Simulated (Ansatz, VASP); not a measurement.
# H2O in VASP and in Ansatz

INCAR

```
SYSTEM = H2O
ALGO = Normal
DIPOL = 0.5 0.5 0.670
EDIFF = 1E-6
ENCUT = 520
GGA = PE
IDIPOL = 3
ISIF = 2
ISMEAR = 0
LASPH = .TRUE.
LCHARG = .FALSE.
LDIPOL = .TRUE.
LREAL = .FALSE.
LWAVE = .FALSE.
NBANDS = 11
NELM = 60
PREC = Accurate
SIGMA = 0.1
```

KPOINTS

```
k-points
0
G
  4 4 1
  0 0 0
```

POSCAR

```
H2O
1.0
    5.8769161223      0.0000000000      0.0000000000
   -2.9384580611      5.0895586578      0.0000000000
    0.0000000000      0.0000000000     26.1810510220
O H
1 2
Direct
    0.1570035198      0.3473757313      0.6662847236
   -0.0330164977      0.2753057307      0.6716649193
    0.2375773246      0.5389001392      0.6711279394
```

Input for Ansatz:

```yaml
crystal:
  lattice:
    - [5.8769161223, 0.0, 0.0]
    - [-2.9384580611, 5.0895586578, 0.0]
    - [0.0, 0.0, 26.181051022]
  atoms:
    - { symbol: O, position: [0.1570035198, 0.3473757313, 0.6662847236] }
    - { symbol: H, position: [-0.0330164977, 0.2753057307, 0.6716649193] }
    - { symbol: H, position: [0.2375773246, 0.5389001392, 0.6711279394] }
basis:
  ecutwfc: 420
kpoints:
  mp_grid: { grid: [4, 4, 1] }
hamiltonian:
  xc: pbe
scf:
  occupations: { method: gaussian, width: 0.1 }
output:
  forces: true
  eigenvalues: true
  write_density: true
  volumetric_format: npy
efield:
  axis: 3
  dipole_correction: true
  ramp_width: 0.04
```

Alike in both runs: task single point; functional PBE; k mesh 4 × 4 × 1; occupations gaussian, width 0.1 eV; no spin polarisation.

```csv
,VASP,Ansatz
version,VASP 6.6.1,Ansatz 0.2.0
potentials or method,"VASP PAW PBE potentials, release 64 (O, H), cutoff 520 eV","scalar-relativistic, plane waves, PAW"
valence electrons in the cell,8,8
```

|  | VASP | Ansatz | Ansatz less VASP |
| --- | --- | --- | --- |
| gap on the k mesh at the Fermi level (eV) | 5.43 | 5.44 | +0.012 |
| rms of the force components (eV/Å) | 0.409 | 0.462 | +0.0531 |

Atom by atom the forces differ by 0.054 eV/Å (rms over components). With one functional, cell and mesh, what is left measures potentials, basis and numerics.
